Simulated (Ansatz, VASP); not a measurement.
# MgF2: VASP beside Ansatz

POSCAR

```
MgF2
1.0
    4.7166494000      0.0000000000      0.0000000000
    0.0000000000      4.7166494000      0.0000000000
    0.0000000000      0.0000000000      3.1091607200
Mg F
2 4
Direct
    0.0000000000      0.0000000000      0.0000000000
    0.5000000000      0.5000000000      0.5000000000
    0.3029444600      0.3029444600      0.0000000000
    0.1970555400      0.8029444600      0.5000000000
    0.6970555400      0.6970555400      0.0000000000
    0.8029444600      0.1970555400      0.5000000000
```

File INCAR.step1:

```
ALGO = Normal ; EDIFF = 1E-5
EDIFFG = -0.01 ; ENCUT = 580
GGA = PE ; GGA_COMPAT = False
IBRION = 2 ; ISMEAR = -1
KPAR = 4 ; LASPH = True
LCHARG = False ; LREAL = False
LWAVE = True ; NELM = 120
NELMIN = 4 ; NSW = 100
PREC = Accurate ; SIGMA = 0.02
```

The input INCAR.step2:

```
ALGO = Normal ; EDIFF = 1E-7
EDIFFG = -0.01 ; ENCUT = 580
GGA_COMPAT = False ; IBRION = 2
ISIF = 2 ; ISMEAR = -1
ISTART = 1 ; KPAR = 4
LASPH = True ; LCHARG = False
LMIXTAU = True ; LREAL = False
LWAVE = False ; METAGGA = R2SCAN
NELM = 120 ; NELMIN = 4
NSW = 50 ; PREC = Accurate
SIGMA = 0.02
```

The input KPOINTS:

```
k-points
0
Gamma
  6 6 10
```

Input for Ansatz:

```yaml
crystal:
  lattice:
    - [4.7166494, 0.0, 0.0]
    - [0.0, 4.7166494, 0.0]
    - [0.0, 0.0, 3.10916072]
  atoms:
    - { symbol: Mg, position: [0.0, 0.0, 0.0] }
    - { symbol: Mg, position: [0.5, 0.5, 0.5] }
    - { symbol: F, position: [0.30294446, 0.30294446, 0.0] }
    - { symbol: F, position: [0.19705554, 0.80294446, 0.5] }
    - { symbol: F, position: [0.69705554, 0.69705554, 0.0] }
    - { symbol: F, position: [0.80294446, 0.19705554, 0.5] }
  symmetry: { tolerance: 0.0003 }
hamiltonian:
  xc: r2scan
  pseudopotentials: { kind: paw, azcp: { folder: soft_1 } }
basis:
  ecutwfc: 500
magnetization:
  spin_polarized: false
scf:
  occupations: { method: fermi_dirac, width: 0.02 }
kpoints:
  mp_grid: { grid: [6, 6, 10], shift: [0, 0, 0] }
  band_path:
    path:
      - [0.0, 0.0, 0.0]
      - [0.0, 0.5, 0.0]
      - [0.5, 0.5, 0.0]
      - [0.0, 0.0, 0.0]
      - [0.0, 0.0, 0.5]
      - [0.0, 0.5, 0.5]
      - [0.5, 0.5, 0.5]
      - [0.0, 0.0, 0.5]
      - [0.0, 0.5, 0.0]
      - [0.0, 0.5, 0.5]
      - [0.5, 0.5, 0.0]
    npoints: 7
output:
  forces: true
  stress: true
  eigenvalues: true
  write_potential: true
  elf: true
  volumetric_format: npy
  dos: { e_range: [-12, 8], de: 0.05 }
relax:
  max_steps: 30
```

Alike in both runs: task relaxation of the atoms; functional r2SCAN; k mesh 6 × 6 × 10; occupations fermi-dirac, width 0.02 eV; no spin polarisation.

```csv
,VASP,Ansatz
version,VASP 6.6.1,Ansatz 0.2.0
potentials or method,"VASP PAW PBE potentials, release 64 (Mg, F), cutoff 580 eV",PAW plane waves
valence electrons in the cell,32,48
```

```csv
,VASP,Ansatz,Ansatz less VASP
"gap on the k mesh at the Fermi level, each at its own relaxed structure (eV)",7.61,7.66,+0.050
```

VASP's potentials were made for PBE, not for r2SCAN. VASP's potentials hold 32 valence electrons a cell and Ansatz's 48, so a difference there can come from the potentials and not from the codes. Ansatz's warnings: stress scf threshold loose.
